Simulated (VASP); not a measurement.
A run of VASP 6.6.1:

INCAR

```
PREC = Accurate
ENCUT = 520
EDIFF = 1E-6
ISMEAR = -1
SIGMA = 0.05
LREAL = F
LASPH = T
NELM = 100
ALGO = Fast
ISIF = 2
LWAVE = F
LCHARG = F
GGA = PS
NBANDS = 18
```

File KPOINTS:

```
Automatic mesh
0
Gamma
  10 10 6
```

The input POSCAR:

```
Cu
1.0
    2.5340966698     -0.0506819334      0.0000000000
   -1.3109401767      2.2199330584      0.0000000000
    0.0000000000      0.0000000000      4.1125710000
Cu
2
Direct
    0.6666666667      0.3333333333      0.7500000000
    0.3333333333      0.6666666667      0.2500000000
```

Potentials or basis: VASP PAW PBE potentials, release 64 (Cu).

Run with:

```bash
$ cat potpaw_PBE.64/Cu/POTCAR > POTCAR
$ mpirun -np 1 vasp_std > vasp.out
```

Hardware: 1 thread of Intel(R) Xeon(R) 6975P-C (Granite Rapids), on a shared host.

Q: Estimate the wall time of this run.

A: Run time: 38 s on 1 thread of Intel(R) Xeon(R) 6975P-C (Granite Rapids) (shared host), peak memory 0.19 GiB. Counts: scf iterations 14, k points 208.
